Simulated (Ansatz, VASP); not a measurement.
## Pt in VASP and in Ansatz

```
Pt
1.0
    -1.58422    1.58422    1.58422
     1.58422   -1.58422    1.58422
     1.58422    1.58422   -1.58422
Pt
1
Direct
  0.00000 0.00000 0.00000
```

Alike in both runs: task relaxation of cell and atoms; functional PBEsol; k mesh 12 × 12 × 12; occupations fermi-dirac, width 0.05 eV; no spin polarisation.

|  | VASP | Ansatz |
| --- | --- | --- |
| version | VASP 6.6.1 | Ansatz 0.2.0 |
| potentials or method | VASP PAW PBE potentials, release 64 (Pt), cutoff 600 eV | all-electron LAPW, scalar-relativistic |

Ansatz gave:

```
relaxed volume (Å³/atom)                                     : 15.19
relaxed cell length with the largest relative difference (Å) : 2.702
```

Question: Estimate VASP's values.

Answer: Relaxed volume (Å³/atom): 15.18; relaxed cell length with the largest relative difference (Å): 2.702.

VASP's potentials were made for PBE, not for PBEsol. Ansatz ran all-electron here, and VASP with PAW potentials.

Neither program's run includes spin-orbit coupling.
